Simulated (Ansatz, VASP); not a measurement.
## Bi: VASP beside Ansatz

The input INCAR:

```
SYSTEM = Bi
PREC     = Accurate       ! precision mode
ENCUT    = 520            ! plane-wave cutoff, eV
EDIFF    = 1E-6           ! SCF threshold, eV
ISMEAR   = -1             ! smearing method
SIGMA    = 0.1            ! smearing width, eV
LREAL    = .FALSE.        ! projectors in reciprocal space
LASPH    = .TRUE.         ! aspherical terms in the spheres
NELM     = 60             ! most SCF steps
ALGO     = Normal         ! electronic algorithm
ISIF     = 2              ! what is computed and relaxed
LWAVE    = .FALSE.        ! write WAVECAR
LCHARG   = .TRUE.         ! write CHGCAR
GGA      = PE             ! functional
LELF     = .TRUE.         ! ELF
LVHAR    = .TRUE.       
NBANDS   = 14             ! bands
```

File KPOINTS:

```
Automatic mesh
0
G
  12 12 12
  0 0 0
```

File POSCAR:

```
Bi
1.0
    0.0000000000      2.4469143667      2.4469143667
    2.4469143667      0.0000000000      2.4469143667
    2.4469143667      2.4469143667      0.0000000000
Bi
1
Direct
    0.0000000000      0.0000000000      0.0000000000
```

Input for Ansatz:

```yaml
crystal:
  lattice:
    - [0.0, 2.4469143667, 2.4469143667]
    - [2.4469143667, 0.0, 2.4469143667]
    - [2.4469143667, 2.4469143667, 0.0]
  atoms:
    - { symbol: Bi, position: [0.0, 0.0, 0.0] }
hamiltonian:
  xc: pbe
  pseudopotentials:
    kind: paw
    azcp:
      Bi: "pseudopotentials/Bi.paw.azcp"
basis:
  ecutwfc: 420
  fft_grid_basis: typed
kpoints:
  mp_grid: { grid: [12, 12, 12], shift: [0, 0, 0] }
magnetization:
  spin_polarized: false
scf:
  occupations: { method: fermi_dirac, width: 0.1 }
  lower_state_search: "off"
output:
  stress: true
```

Alike in both runs: task single point; functional PBE; k mesh 12 × 12 × 12; occupations fermi-dirac, width 0.1 eV; no spin polarisation.

```csv
,VASP,Ansatz
version,VASP 6.6.1,Ansatz 0.2.0
potentials or method,"VASP PAW PBE potentials, release 64 (Bi_d), cutoff 520 eV","plane waves (420 eV) with PAW, scalar-relativistic"
valence electrons in the cell,15,15
```

|  | VASP | Ansatz | Ansatz less VASP |
| --- | --- | --- | --- |
| pressure (GPa) | 4.9 | 5.0 | +0.04 |

The functional is the same, so the differences come from potentials, cutoffs and numerics.

Spin-orbit coupling is off throughout.
